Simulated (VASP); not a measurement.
A run of VASP 6.6.1:

Contents of INCAR:

```
  ALGO = Fast
  EDIFF = 1E-6
  ENCUT = 520
  GGA = PS
  ISIF = 2
  ISMEAR = -1
  ISPIN = 2
  LASPH = True
  LCHARG = False
  LMAXMIX = 4
  LORBIT = 11
  LREAL = False
  LWAVE = False
  MAGMOM = 0 3 3 3
  NBANDS = 31
  NELM = 150
  PREC = Accurate
  SIGMA = 0.05
```

The input KPOINTS:

```
k-points
0
Gamma
  8 8 8
```

POSCAR

```
Fe3Ge
1.0
    0.0000000000      2.8946295970      2.8946295970
    2.8946295970      0.0000000000      2.8946295970
    2.8946295970      2.8946295970      0.0000000000
Ge Fe
1 3
Direct
    0.0000000000      0.0000000000      0.0000000000
    0.7500000000      0.7500000000      0.7500000000
    0.2500000000      0.2500000000      0.2500000000
    0.5000000000      0.5000000000      0.5000000000
```

Potentials or basis: VASP PAW PBE potentials, release 64 (Ge_d, Fe).

Command:

```console
$ cat potpaw_PBE.64/Ge_d/POTCAR potpaw_PBE.64/Fe/POTCAR > POTCAR
$ mpirun -np 1 vasp_std > vasp.out
```

Hardware: 1 thread of Intel Xeon 8259CL (shared host).

Q: Estimate the wall time of this run.

A: Run time: 2.9 min on 1 thread of Intel Xeon 8259CL, on a shared host, peak memory 0.23 GiB. Counts: scf iterations 16, k points 29.
